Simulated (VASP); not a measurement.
# HfC (Fm-3m) in VASP: a series of runs

The runs below take HfC through single point, with PBE.

All numbers are computed with VASP 6.6.1; they aren't measurements. Logs are shortened: lines on timing, memory, paths and dates and some standing lists are left out, and cuts for length are marked.

## (1) The cell of the first run

It takes space group Fm-3m (No. 225, cubic). The conventional cell has a = 4.650 Å, b = 4.650 Å, c = 4.650 Å, α = 90.00°, β = 90.00°, γ = 90.00°. Hf (site symmetry m-3m) has 6 C at 2.33 Å within 3.1 Å. Within 3.1 Å of C (site symmetry m-3m) lie 6 Hf at 2.33 Å.

## (2) Single point, PBE

Input file INCAR:

```
SYSTEM = HfC
ALGO = Normal ; EDIFF = 1E-6
ENCUT = 600 ; GGA = PE
GGA_COMPAT = .False. ; ISIF = 2
ISMEAR = 1 ; LASPH = .True.
LCHARG = .True. ; LELF = .True.
LREAL = .False. ; LVHAR = .True.
LWAVE = .False. ; NBANDS = 14
NELM = 120 ; PREC = Accurate
SIGMA = 0.3
```

Input file KPOINTS:

```
k-points
0
Gamma
  12 12 12
  0 0 0
```

Input file POSCAR:

```
HfC
1.0
    0.0000000000      2.3250000000      2.3250000000
    2.3250000000      0.0000000000      2.3250000000
    2.3250000000      2.3250000000      0.0000000000
Hf C
1 1
Direct
    0.5000000000      0.5000000000      0.5000000000
    0.0000000000      0.0000000000      0.0000000000
```

Potentials or basis: VASP PAW PBE potentials, release 64 (Hf_pv, C).

The run is started by

```console
$ cat potpaw_PBE.64/Hf_pv/POTCAR potpaw_PBE.64/C/POTCAR > POTCAR
$ mpirun -np 1 vasp_std > vasp.out
```

OUTCAR:

```text
SYSTEM = HfC
   EDIFF = 1E-6
   ENCUT = 600
   GGA = PE
   ISIF = 2
   ISMEAR = 1
   LASPH = .True.
   LREAL = .False.
   NELM = 120
   PREC = Accurate

 ion  position               nearest neighbor table
   1  0.500  0.500  0.500-   2 2.33   2 2.33   2 2.33   2 2.33   2 2.33   2 2.33
   2  0.000  0.000  0.000-   1 2.33   1 2.33   1 2.33   1 2.33   1 2.33   1 2.33

  LATTYP: Found a face centered cubic cell.
 ALAT       =     4.6500000000

  Lattice vectors:

 A1 = (   0.0000000000,   2.3250000000,   2.3250000000)
 A2 = (   2.3250000000,   0.0000000000,   2.3250000000)
 A3 = (   2.3250000000,   2.3250000000,   0.0000000000)

Analysis of symmetry for initial positions (statically):
=====================================================================
 Subroutine PRICEL returns:
 Original cell was already a primitive cell.

 Routine SETGRP: Setting up the symmetry group for a
 face centered cubic supercell.

 Subroutine GETGRP returns: Found 48 space group operations
 (whereof 48 operations were pure point group operations)
 out of a pool of 48 trial point group operations.

The static configuration has the point symmetry O_h .

Analysis of symmetry for dynamics (positions and initial velocities):
=====================================================================
 Subroutine PRICEL returns:
 Original cell was already a primitive cell.

 Routine SETGRP: Setting up the symmetry group for a
 face centered cubic supercell.

 Subroutine GETGRP returns: Found 48 space group operations
 (whereof 48 operations were pure point group operations)
 out of a pool of 48 trial point group operations.

The dynamic configuration has the point symmetry O_h .

 Subroutine INISYM returns: Found 48 space group operations
 (whereof 48 operations are pure point group operations),
 and found     1 'primitive' translations

----------------------------------------------------------------------------------------

                                     Primitive cell

  volume of cell :      25.1362

  direct lattice vectors                    reciprocal lattice vectors
     0.000000000  2.325000000  2.325000000    -0.215053763  0.215053763  0.215053763
     2.325000000  0.000000000  2.325000000     0.215053763 -0.215053763  0.215053763
     2.325000000  2.325000000  0.000000000     0.215053763  0.215053763 -0.215053763

  length of vectors
     3.288046533  3.288046533  3.288046533     0.372484045  0.372484045  0.372484045

  position of ions in fractional coordinates (direct lattice)
     0.500000000  0.500000000  0.500000000
[... 91 lines left out ...]
   EMIN   =  10.00;   EMAX   =-10.00  energy-range for DOS
   EFERMI =   0.00;   METHOD = LEGACY
   ISMEAR =     1;   SIGMA  =   0.30  broadening in eV -4-tet -1-fermi 0-gaus
   EFERMI_NEDOS =   21; number of points for ismear=-14 and -15
   IALGO  =     38    algorithm
   IMIX   =      4    mixing-type and parameters
     AMIX     =   0.40;   BMIX     =  1.00
     AMIX_MAG =   1.60;   BMIX_MAG =  1.00
  volume/ion in A,a.u.               =      12.57        84.81
  Fermi-wavevector in a.u.,A,eV,Ry     =   1.346949  2.545365 24.684672  1.814272
  Thomas-Fermi vector in A             =   2.474740
   LORBIT       =      0    0 simple, 1 ext, 2 COOP (PROOUT), +10 PAW based schemes
   GGA     = PE    functional components
   LHFCALC =     F    Hartree Fock is set to
   AEXX    =    0.0000 exact exchange contribution
   IVDW    =     0    specifies the selected vdW correction
   LEPSILON=     F    determine dielectric tensor
   LRPA    =     F    only Hartree local field effects (RPA)
 non-spin polarized calculation
 Methfessel and Paxton  Order N= 1 SIGMA  =   0.30
  energy-cutoff  :      600.00
  volume of cell :       25.14
 maximum number of plane-waves:       869
 NGX is ok and might be reduce to    28
   NGX = 13   NGY = 13   NGZ = 13

 number of electron      14.0000000 magnetization

 Free energy of the ion-electron system (eV)
  ---------------------------------------------------
  ext. energy  EPLUGINS =         0.00000000
  ---------------------------------------------------
  free energy    TOTEN  =       -21.04685237 eV

  energy without entropy =      -21.04810950  energy(sigma->0) =      -21.04727141

 E-fermi :   5.9324     XC(G=0): -12.2852

 val. band max:        5.8680645462   @ k =   0.0833   0.0000   0.0000
 cond. band min:       6.0216052388   @ k =   0.4167   0.3333   0.0000
 fundamental gap:      0.1535406926
 Fermi energy:         5.9324480220

 k-point     1 :       0.0000    0.0000    0.0000
  band No.  band energies     occupation
      1     -23.6192      2.00000
      2     -23.6192      2.00000
      3     -23.6192      2.00000
      4      -6.3565      2.00000
      5       6.9528     -0.00002
      6       6.9528     -0.00002
      7       6.9528     -0.00002
      8       7.3443     -0.00000
      9       7.3443     -0.00000
     10       7.3443     -0.00000
     11       9.3436     -0.00000
     12       9.3436     -0.00000
     13      12.7806      0.00000
     14      16.9540      0.00000
[... 377 lines left out ...]
      1     -24.2267      2.00000
      2     -23.8110      2.00000
      3     -23.7129      2.00000
      4      -3.0125      2.00000
      5       0.5284      2.00000
      6       3.1689      2.00000
      7       3.2624      2.00000
      8      10.1776     -0.00000
      9      10.9710     -0.00000
     10      11.1679     -0.00000
     11      14.5617      0.00000
     12      16.0085      0.00000
     13      16.8603      0.00000
     14      19.3711      0.00000

 [... further k-points ...]

------------------------ aborting loop because EDIFF is reached ----------------------------------------

  FORCE on cell =-STRESS in cart. coord.  units (eV):
  Direction    XX          YY          ZZ          XY          YZ          ZX
  --------------------------------------------------------------------------------------
  -------------------------------------------------------------------------------------
  Total       -0.0843644     -0.0843644     -0.0843644      0.0000000      0.0000000      0.0000000
  in kB       -5.3773800     -5.3773800     -5.3773800      0.0000000      0.0000000      0.0000000
  external PRESSURE =      -5.3773800 kB  Pullay stress =       0.0000000 kB

 VOLUME and BASIS-vectors are now :
 -----------------------------------------------------------------------------
  energy-cutoff  :      600.00
  volume of cell :       25.14
      direct lattice vectors                 reciprocal lattice vectors
     0.000000000  2.325000000  2.325000000    -0.215053763  0.215053763  0.215053763
     2.325000000  0.000000000  2.325000000     0.215053763 -0.215053763  0.215053763
     2.325000000  2.325000000  0.000000000     0.215053763  0.215053763 -0.215053763

 POSITION                                       TOTAL-FORCE (eV/Angst)
 -----------------------------------------------------------------------------------
      2.32500      2.32500      2.32500         0.000000     -0.000000     -0.000000
      0.00000      0.00000      0.00000        -0.000000      0.000000      0.000000
 -----------------------------------------------------------------------------------
    total drift:                                0.000000      0.000000      0.000000

  FREE ENERGIE OF THE ION-ELECTRON SYSTEM (eV)
  ---------------------------------------------------
  free  energy   TOTEN  =       -21.0468523675 eV

  energy  without entropy=      -21.0481094958  energy(sigma->0) =      -21.04727141
```

OSZICAR:

```text
N       E                     dE             d eps       ncg     rms          rms(c)
DAV:   1     0.257840203128E+02    0.25784E+02   -0.84060E+03  2016   0.110E+03
DAV:   2    -0.224655261181E+02   -0.48250E+02   -0.45000E+02  2630   0.211E+02
DAV:   3    -0.242185466749E+02   -0.17530E+01   -0.17442E+01  2448   0.284E+01
DAV:   4    -0.242266152343E+02   -0.80686E-02   -0.80681E-02  2364   0.237E+00
DAV:   5    -0.242266631707E+02   -0.47936E-04   -0.47936E-04  2390   0.168E-01    0.569E+01
DAV:   6    -0.211163588215E+02    0.31103E+01   -0.12024E+01  2178   0.183E+01    0.409E+01
DAV:   7    -0.210623927836E+02    0.53966E-01   -0.54925E-01  2508   0.523E+00    0.249E+01
DAV:   8    -0.210537933750E+02    0.85994E-02   -0.74370E-02  2364   0.219E+00    0.644E+00
DAV:   9    -0.210471102998E+02    0.66831E-02   -0.23351E-02  2274   0.906E-01    0.211E+00
DAV:  10    -0.210468574372E+02    0.25286E-03   -0.13044E-03  2534   0.273E-01    0.650E-02
DAV:  11    -0.210468526969E+02    0.47403E-05   -0.77578E-05  2310   0.714E-02    0.226E-02
DAV:  12    -0.210468523675E+02    0.32936E-06   -0.24124E-06  2568   0.140E-02
   1 F= -.21046852E+02 E0= -.21047271E+02  d E =0.125713E-02
```

It took 38 s on 1 thread of Intel Xeon Platinum 8488C (Sapphire Rapids), shared host; peak memory 0.18 GiB.

Results:

```yaml
Free_energy: -21.0469 eV
Pressure: -0.5 GPa
Band_gap_on_the_k_mesh: zero (bands 7 and 8 overlap by 1.42 eV)
```

Caveat: so wide a smearing shifts energies and pressures; spin-orbit coupling is left out, which moves the levels of the heavy elements.

## (3) Single point, PBE

Input file INCAR:

```
  PREC = Accurate
  ENCUT = 600
  EDIFF = 1E-6
  ISMEAR = 1
  SIGMA = 0.2
  LREAL = False
  LASPH = True
  NELM = 120
  ALGO = Normal
  ISIF = 2
  LWAVE = False
  LCHARG = False
  GGA = PE
  NBANDS = 14
  GGA_COMPAT = False
```

Input file KPOINTS:

```
Automatic mesh
0
Gamma
  12 12 12
```

POSCAR is that of step 2.

Potentials or basis: VASP PAW PBE potentials, release 64 (Hf_pv, C).

The run is started by

```console
$ cat potpaw_PBE.64/Hf_pv/POTCAR potpaw_PBE.64/C/POTCAR > POTCAR
$ mpirun -np 1 vasp_std > vasp.out
```

Wall time 32 s (1 thread of Intel Xeon Platinum 8488C (Sapphire Rapids), shared host); peak memory 0.18 GiB.

It converged, with:

* Free energy: -21.0471 eV
* Pressure: -0.5 GPa
* Band gap on the k mesh: zero (bands 7 and 8 overlap by 1.42 eV)

Levels at points of the mesh, in eV from the Fermi level:
```tsv
k point	band 3	band 4	band 5	band 6	band 7	band 8	band 9	band 10	band 11	band 12
(0.00, 0.00, 0.00)	-29.58	-12.32	0.99	0.99	0.99	1.38	1.38	1.38	3.38	3.38
(0.50, 0.00, 0.00)	-29.65	-8.57	-6.15	-2.99	-2.99	5.31	5.31	5.77	6.54	11.38
(0.50, 0.50, 0.00)	-29.81	-10.42	-2.60	-1.78	-0.10	-0.10	5.30	6.73	6.73	8.42
```

Caveat: spin-orbit coupling is left out, which moves the levels of the heavy elements.

(Continued in part 2 of 2.)
